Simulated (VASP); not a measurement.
# BeNi (Pm-3m) in VASP: notebook

Runs on BeNi. Level: LDA. Tasks: single point.

Program: VASP 6.6.1. These are calculated values, not measurements. Logs are shortened: lines on timing, memory, paths and dates and some standing lists are left out, and cuts for length are marked.

## Step 1: The cell of the first run

It takes space group Pm-3m (No. 221, cubic). The conventional cell has a = 2.587 Å, b = 2.587 Å, c = 2.587 Å, α = 90.00°, β = 90.00°, γ = 90.00°. Within 3.0 Å of Be (site symmetry m-3m) lie 8 Ni at 2.24 Å and 6 Be at 2.59 Å. Within 3.0 Å of Ni (site symmetry m-3m) lie 8 Be at 2.24 Å and 6 Ni at 2.59 Å.

## Step 2: Single point, LDA, collinear spin, zero start

Contents of INCAR:

```
SYSTEM = BeNi
  ALGO = Normal
  EDIFF = 1E-6
  ENCUT = 520
  ISIF = 2
  ISMEAR = 0
  ISPIN = 2
  LASPH = .True.
  LCHARG = .False.
  LMAXMIX = 4
  LORBIT = 11
  LREAL = .False.
  LWAVE = .False.
  MAGMOM = 0 0
  NBANDS = 17
  NELM = 150
  NUPDOWN = 0.0
  PREC = Accurate
  SIGMA = 0.3
```

Contents of KPOINTS:

```
k-points
0
Gamma
  9 9 9
  0 0 0
```

Contents of POSCAR:

```
BeNi
1.0
    2.5870000000      0.0000000000      0.0000000000
    0.0000000000      2.5870000000      0.0000000000
    0.0000000000      0.0000000000      2.5870000000
Be Ni
1 1
Direct
    0.0000000000      0.0000000000      0.0000000000
    0.5000000000      0.5000000000      0.5000000000
```

Potentials or basis: VASP PAW LDA potentials, release 64 (Be, Ni).

Run with:

```console
$ cat potpaw_LDA.64/Be/POTCAR potpaw_LDA.64/Ni/POTCAR > POTCAR
$ mpirun -np 1 vasp_std > vasp.out
```

OUTCAR:

```text
SYSTEM = BeNi
   EDIFF = 1E-6
   ENCUT = 520
   ISIF = 2
   ISMEAR = 0
   ISPIN = 2
   LASPH = .True.
   LORBIT = 11
   LREAL = .False.
   NELM = 150
   NUPDOWN = 0.0
   PREC = Accurate

 ion  position               nearest neighbor table
   1  0.000  0.000  0.000-   2 2.24   2 2.24   2 2.24   2 2.24   2 2.24   2 2.24   2 2.24   2 2.24

   2  0.500  0.500  0.500-   1 2.24   1 2.24   1 2.24   1 2.24   1 2.24   1 2.24   1 2.24   1 2.24

  LATTYP: Found a simple cubic cell.
 ALAT       =     2.5870000000

  Lattice vectors:

 A1 = (   2.5870000000,   0.0000000000,   0.0000000000)
 A2 = (   0.0000000000,   2.5870000000,   0.0000000000)
 A3 = (   0.0000000000,   0.0000000000,   2.5870000000)

Analysis of symmetry for initial positions (statically):
=====================================================================
 Subroutine PRICEL returns:
 Original cell was already a primitive cell.

 Routine SETGRP: Setting up the symmetry group for a
 simple cubic supercell.

 Subroutine GETGRP returns: Found 48 space group operations
 (whereof 48 operations were pure point group operations)
 out of a pool of 48 trial point group operations.

The static configuration has the point symmetry O_h .

Analysis of symmetry for dynamics (positions and initial velocities):
=====================================================================
 Subroutine PRICEL returns:
 Original cell was already a primitive cell.

 Routine SETGRP: Setting up the symmetry group for a
 simple cubic supercell.

 Subroutine GETGRP returns: Found 48 space group operations
 (whereof 48 operations were pure point group operations)
 out of a pool of 48 trial point group operations.

The dynamic configuration has the point symmetry O_h .

Analysis of structural, dynamic, and magnetic symmetry:
=====================================================================
 Subroutine PRICEL returns:
 Original cell was already a primitive cell.

 Routine SETGRP: Setting up the symmetry group for a
 simple cubic supercell.

 Subroutine GETGRP returns: Found 48 space group operations
 (whereof 48 operations were pure point group operations)
 out of a pool of 48 trial point group operations.

The overall configuration has the point symmetry O_h .

 Subroutine INISYM returns: Found 48 space group operations
 (whereof 48 operations are pure point group operations),
 and found     1 'primitive' translations

----------------------------------------------------------------------------------------

                                     Primitive cell

  volume of cell :      17.3137

  direct lattice vectors                    reciprocal lattice vectors
     2.587000000  0.000000000  0.000000000     0.386548125  0.000000000  0.000000000
     0.000000000  2.587000000  0.000000000     0.000000000  0.386548125  0.000000000
     0.000000000  0.000000000  2.587000000     0.000000000  0.000000000  0.386548125

  length of vectors
     2.587000000  2.587000000  2.587000000     0.386548125  0.386548125  0.386548125

  position of ions in fractional coordinates (direct lattice)
     0.000000000  0.000000000  0.000000000
     0.500000000  0.500000000  0.500000000

  ion indices of the primitive-cell ions
   primitive index   ion index
                 1           1
                 2           2

----------------------------------------------------------------------------------------

 KPOINTS: k-points

Automatic generation of k-mesh.
 Grid dimensions read from file:
 generate k-points for:    9    9    9

 Generating k-lattice:

  Cartesian coordinates                     Fractional coordinates (reciprocal lattice)
     0.042949792  0.000000000  0.000000000     0.111111111  0.000000000  0.000000000
     0.000000000  0.042949792  0.000000000     0.000000000  0.111111111  0.000000000
     0.000000000  0.000000000  0.042949792     0.000000000  0.000000000  0.111111111

  Length of vectors
     0.042949792  0.042949792  0.042949792

  Shift w.r.t. Gamma in fractional coordinates (k-lattice)
     0.000000000  0.000000000  0.000000000

 Subroutine IBZKPT returns following result:
 ===========================================

 Found     35 irreducible k-points:

 Following reciprocal coordinates:
            Coordinates               Weight
  0.000000  0.000000  0.000000      1.000000
  0.111111  0.000000  0.000000      6.000000
  0.222222  0.000000  0.000000      6.000000
  0.333333  0.000000  0.000000      6.000000
  0.444444  0.000000  0.000000      6.000000
  0.111111  0.111111  0.000000     12.000000
[... 16 lines left out ...]
  0.333333  0.333333  0.111111     24.000000
  0.444444  0.333333  0.111111     48.000000
 [... further k-points ...]
   k-points           NKPTS =     35   k-points in BZ     NKDIM =     35   number of bands    NBANDS=     17
   number of dos      NEDOS =    301   number of ions     NIONS =      2
   total plane-waves  NPLWV =   8000
   dimension x,y,z NGX =    20 NGY =   20 NGZ =   20
   dimension x,y,z NGXF=    40 NGYF=   40 NGZF=   40
   ions per type =               1   1
   NGX,Y,Z   is equivalent  to a cutoff of  12.85, 12.85, 12.85 a.u.
   NGXF,Y,Z  is equivalent  to a cutoff of  25.70, 25.70, 25.70 a.u.
 SYSTEM =  BeNi
   PREC   = accura    normal or accurate (medium, high low for compatibility)
   ISTART =      0    job   : 0-new  1-cont  2-samecut
   ICHARG =      2    charge: 1-file 2-atom 10-const
   ISPIN  =      2    spin polarized calculation?
   LNONCOLLINEAR =      F non collinear calculations
   LSORBIT =      F    spin-orbit coupling
   LASPH  =      T    aspherical Exc in radial PAW
   ENCUT  =  520.0 eV  38.22 Ry    6.18 a.u.   4.81  4.81  4.81*2*pi/ulx,y,z
   NELM   =    150;   NELMIN=  2; NELMDL= -5     # of ELM steps
   EDIFF  = 0.1E-05   stopping-criterion for ELM
   LREAL  =      F    real-space projection
   EDIFFG = 0.1E-04   stopping-criterion for IOM
   NSW    =      0    number of steps for IOM
   IBRION =     -1    ionic relax: 0-MD 1-quasi-New 2-CG
   NFREE  =      0    steps in history (QN), initial steepest desc. (CG)
   ISIF   =      2    stress and relaxation
   ISYM   =      2    0-nonsym 1-usesym 2-fastsym
   POTIM  = 0.5000    time-step for ionic-motion
   TEBEG  =    0.0;   TEEND  =   0.0 temperature during run
   PSTRESS=    0.0 pullay stress
   NELECT =      12.0000    total number of electrons
   NUPDOWN=       0.0000    fix difference up-down
   EMIN   =  10.00;   EMAX   =-10.00  energy-range for DOS
   EFERMI =   0.00;   METHOD = LEGACY
   ISMEAR =     0;   SIGMA  =   0.30  broadening in eV -4-tet -1-fermi 0-gaus
   EFERMI_NEDOS =   21; number of points for ismear=-14 and -15
   IALGO  =     38    algorithm
   IMIX   =      4    mixing-type and parameters
     AMIX     =   0.40;   BMIX     =  1.00
     AMIX_MAG =   1.60;   BMIX_MAG =  1.00
  volume/ion in A,a.u.               =       8.66        58.42
  Fermi-wavevector in a.u.,A,eV,Ry     =   1.448790  2.737816 28.558532  2.098993
  Thomas-Fermi vector in A             =   2.566591
   LORBIT       =     11    0 simple, 1 ext, 2 COOP (PROOUT), +10 PAW based schemes
   GGA     = CA    functional components
   LHFCALC =     F    Hartree Fock is set to
   AEXX    =    0.0000 exact exchange contribution
   IVDW    =     0    specifies the selected vdW correction
   LEPSILON=     F    determine dielectric tensor
   LRPA    =     F    only Hartree local field effects (RPA)
 spin polarized calculation
 Gauss-broadening in eV      SIGMA  =   0.30
  energy-cutoff  :      520.00
  volume of cell :       17.31
 maximum number of plane-waves:       474
 NGX is ok and might be reduce to    20
   NGX =  9   NGY =  9   NGZ =  9

 number of electron      12.0000018 magnetization       0.0000000

 number of electron      12.0000018 magnetization      -0.0000000

 Free energy of the ion-electron system (eV)
  ---------------------------------------------------
  ext. energy  EPLUGINS =         0.00000000
  ---------------------------------------------------
  free energy    TOTEN  =       -11.80014527 eV

  energy without entropy =      -11.75940221  energy(sigma->0) =      -11.77977374

 E-fermi :   8.9965     XC(G=0): -12.7386

 val. band max:        8.9567352971   @ k =   0.4444   0.3333   0.0000
 cond. band min:       9.1054327300   @ k =   0.4444   0.0000   0.0000
 fundamental gap:      0.1486974329
 Fermi energy:         8.9964822070

 spin component 1

 k-point     1 :       0.0000    0.0000    0.0000
  band No.  band energies     occupation
      1      -1.3724      1.00000
      2       5.3222      1.00000
      3       5.3222      1.00000
      4       7.6537      1.00000
      5       7.6537      1.00000
      6       7.6537      1.00000
[... 9 lines left out ...]
     16      40.1939      0.00000
     17      40.1939      0.00000
[... 441 lines left out ...]
 k-point    24 :       0.4444    0.3333    0.1111
  band No.  band energies     occupation
      1       3.8140      1.00000
      2       4.7714      1.00000
      3       5.9804      1.00000
      4       6.3969      1.00000
      5       7.2429      1.00000
      6       7.7169      1.00000
[... 9 lines left out ...]
     16      37.4624      0.00000
     17      41.4383      0.00000

 [... further k-points ...]

 spin component 2

 k-point     1 :       0.0000    0.0000    0.0000
  band No.  band energies     occupation
      1      -1.3724      1.00000
      2       5.3222      1.00000
      3       5.3222      1.00000
      4       7.6537      1.00000
      5       7.6537      1.00000
      6       7.6537      1.00000
[... 9 lines left out ...]
     16      40.1939      0.00000
     17      40.1939      0.00000
[... 441 lines left out ...]
 k-point    24 :       0.4444    0.3333    0.1111
  band No.  band energies     occupation
      1       3.8140      1.00000
      2       4.7714      1.00000
      3       5.9804      1.00000
      4       6.3969      1.00000
      5       7.2429      1.00000
      6       7.7169      1.00000
[... 9 lines left out ...]
     16      37.4624      0.00000
     17      41.4383      0.00000

 [... further k-points ...]
[... 5 lines left out ...]
  --------------------------------------------------------------------------------------
  -------------------------------------------------------------------------------------
  Total       -0.7097408     -0.7097408     -0.7097408      0.0000000      0.0000000      0.0000000
  in kB      -65.6781754    -65.6781754    -65.6781754      0.0000000      0.0000000      0.0000000
  external PRESSURE =     -65.6781754 kB  Pullay stress =       0.0000000 kB

 VOLUME and BASIS-vectors are now :
 -----------------------------------------------------------------------------
  energy-cutoff  :      520.00
  volume of cell :       17.31
      direct lattice vectors                 reciprocal lattice vectors
     2.587000000  0.000000000  0.000000000     0.386548125  0.000000000  0.000000000
     0.000000000  2.587000000  0.000000000     0.000000000  0.386548125  0.000000000
     0.000000000  0.000000000  2.587000000     0.000000000  0.000000000  0.386548125

 POSITION                                       TOTAL-FORCE (eV/Angst)
 -----------------------------------------------------------------------------------
      0.00000      0.00000      0.00000         0.000000      0.000000      0.000000
      1.29350      1.29350      1.29350         0.000000      0.000000      0.000000
 -----------------------------------------------------------------------------------
    total drift:                               -0.000000      0.000000      0.000000

  FREE ENERGIE OF THE ION-ELECTRON SYSTEM (eV)
  ---------------------------------------------------
  free  energy   TOTEN  =       -11.8001452727 eV

  energy  without entropy=      -11.7594022067  energy(sigma->0) =      -11.77977374

 total charge

# of ion       s       p       d       tot
------------------------------------------
    1        0.438   0.704   0.000   1.142
    2        0.523   0.620   8.444   9.586
--------------------------------------------------
tot          0.961   1.324   8.444  10.728

 magnetization (x)

# of ion       s       p       d       tot
------------------------------------------
    1       -0.000   0.000   0.000   0.000
    2       -0.000  -0.000   0.000  -0.000
--------------------------------------------------
tot         -0.000  -0.000   0.000  -0.000
```

It used 19 s of CPU time on 1 thread of AMD EPYC 7R13 Processor (Zen 3) (shared host).

What came out:

- Free energy: -11.8001 eV
- Pressure: -6.6 GPa
- Net moment: 0.00 μB per cell
- Valence electrons inside the program's atomic spheres: Be 1.14; Ni 9.59

Caveat: the total moment is fixed, so each spin has its own Fermi level.

## Step 3: Single point, LDA, collinear spin, ferromagnetic start

Contents of INCAR:

```
PREC = Accurate
ENCUT = 520
EDIFF = 1E-7
ISMEAR = 0
SIGMA = 0.3
LREAL = False
LASPH = True
NELM = 150
ALGO = Normal
ISIF = 2
LWAVE = False
LCHARG = True
ISPIN = 2
MAGMOM = 0.03 0.37
LORBIT = 11
NUPDOWN = 0.4
LMAXMIX = 4
GGA = CA
LELF = True
LVHAR = True
NBANDS = 17
```

Contents of KPOINTS:

```
Automatic mesh
0
Gamma
  9 9 9
```

POSCAR is that of step 2.

Potentials or basis: VASP PAW LDA potentials, release 64 (Be, Ni).

Run with:

```console
$ cat potpaw_LDA.64/Be/POTCAR potpaw_LDA.64/Ni/POTCAR > POTCAR
$ mpirun -np 1 vasp_std > vasp.out
```

It used 23 s of CPU time on 1 thread of AMD EPYC 7R13 Processor (Zen 3), on a shared host.

It converged, with:

```yaml
Free_energy: -11.7240 eV
Pressure: -5.6 GPa
Net_moment: 0.40 μB per cell
Site_moments: Be +0.03; Ni +0.35 μB
Valence_electrons_inside_the_program's_atomic_spheres: Be 1.15; Ni 9.58
```

Caveat: the total moment is fixed, so each spin has its own Fermi level.

## Step 4: Single point, LDA, collinear spin, ferromagnetic start

Contents of INCAR:

```
SYSTEM = BeNi
PREC     = Accurate       ! precision mode
ENCUT    = 520            ! plane-wave cutoff, eV
EDIFF    = 1E-6           ! SCF threshold, eV
ISMEAR   = 0              ! smearing method
SIGMA    = 0.3            ! smearing width, eV
LREAL    = .False.        ! projectors in reciprocal space
LASPH    = .True.         ! aspherical terms in the spheres
NELM     = 150            ! most SCF steps
ALGO     = Normal         ! electronic algorithm
ISIF     = 2              ! what is computed and relaxed
LWAVE    = .False.        ! write WAVECAR
LCHARG   = .True.         ! write CHGCAR
ISPIN    = 2              ! spin polarisation
MAGMOM   = 0.05 0.63      ! initial moments
LORBIT   = 11             ! projections on sites
NUPDOWN  = 0.7            ! fixed moment
LMAXMIX  = 4              ! l up to which the mixer works
GGA      = CA             ! functional
LELF     = .True.         ! ELF
LVHAR    = .True.       
NBANDS   = 17             ! bands
```

Contents of KPOINTS:

```
Automatic mesh
0
Gamma
  9 9 9
  0 0 0
```

POSCAR is that of step 3.

Run with:

```console
$ cat potpaw_LDA.64/Be/POTCAR potpaw_LDA.64/Ni/POTCAR > POTCAR
$ mpirun -np 1 vasp_std > vasp.out
```

It used 22 s of CPU time on 1 thread of AMD EPYC 7R13 Processor (Zen 3), on a shared host.

Results (log left out):

| Quantity | Value |
| --- | --- |
| Free energy | -11.5409 eV |
| Pressure | -3.1 GPa |
| Net moment | 0.70 μB per cell |
| Site moments | Be +0.05; Ni +0.60 μB |
| Valence electrons inside the program's atomic spheres | Be 1.15; Ni 9.57 |

Caveat: the total moment is fixed, so each spin has its own Fermi level.

## Step 5: Single point, LDA, collinear spin, ferromagnetic start

Contents of INCAR:

```
ALGO = Normal
EDIFF = 1E-7
ENCUT = 520
ISIF = 2
ISMEAR = 0
ISPIN = 2
LASPH = True
LCHARG = False
LMAXMIX = 4
LORBIT = 11
LREAL = False
LWAVE = False
MAGMOM = 0.11 0.93
NBANDS = 17
NELM = 150
NUPDOWN = 1.1
PREC = Accurate
SIGMA = 0.3
```

Contents of KPOINTS:

```
k-points
0
Gamma
  9 9 9
```

POSCAR is that of step 4.

Run with:

```console
$ cat potpaw_LDA.64/Be/POTCAR potpaw_LDA.64/Ni/POTCAR > POTCAR
$ mpirun -np 1 vasp_std > vasp.out
```

It used 32 s of CPU time on 1 thread of AMD EPYC 7R13 Processor (Zen 3), on a shared host.

It converged, with:

```yaml
Free_energy: -11.1354 eV
Pressure: 1.5 GPa
Net_moment: 1.10 μB per cell
Site_moments: Be +0.10; Ni +0.90 μB
Valence_electrons_inside_the_program's_atomic_spheres: Be 1.17; Ni 9.55
```

Caveat: the total moment is fixed, so each spin has its own Fermi level.

## Step 6: Summary

```tsv
spin	fixed moment (μB)	pressure (GPa)	moment (μB)
collinear, zero start	0.0	-6.6	0.00
collinear, ferromagnetic start	0.4	-5.6	0.40
collinear, ferromagnetic start	0.7	-3.1	0.70
collinear, ferromagnetic start	1.1	1.5	1.10
```

Alike in all rows: task single point; level LDA; potentials or basis VASP PAW LDA potentials, release 64 (Be, Ni); cell as given; k mesh 9 × 9 × 9; cutoff (eV) 520; smearing gaussian 0.3 eV.

Caveats: the total moment is fixed, so each spin has its own Fermi level.

Total energies depend on the potentials used, so only differences within one code and one set of settings carry meaning.
